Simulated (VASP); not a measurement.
Pd: single point with PBE

Pd:

```
Pd
1.0
     0.00000    1.96974    1.96974
     1.96974    0.00000    1.96974
     1.96974    1.96974    0.00000
Pd
1
Direct
  0.00000 0.00000 0.00000
```

```yaml
Program: VASP 6.6.1
Task: single point
Functional: PBE
Potentials_or_basis: VASP PAW PBE potentials, release 64 (Pd)
Cutoff: 520 eV
k_mesh: 17 × 17 × 17
Occupations: fermi-dirac, width 0.08 eV
Spin: no spin polarisation
```

| Property | Result |
| --- | --- |
| Pressure | 0.4 GPa |
| Band gap on the k mesh | zero (bands 5 and 6 overlap by 1.46 eV) |

Levels at points of the mesh, in eV from the Fermi level:
| k point | band 2 | band 3 | band 4 | band 5 | band 6 | band 7 | band 8 | band 9 |
| --- | --- | --- | --- | --- | --- | --- | --- | --- |
| (0.00, 0.00, 0.00) | -2.69 | -2.69 | -2.69 | -1.17 | -1.17 | 17.17 | 21.74 | 21.74 |

Run time: 21 s on 1 thread of Intel Xeon 8259CL, on a shared host, peak memory 0.16 GiB.
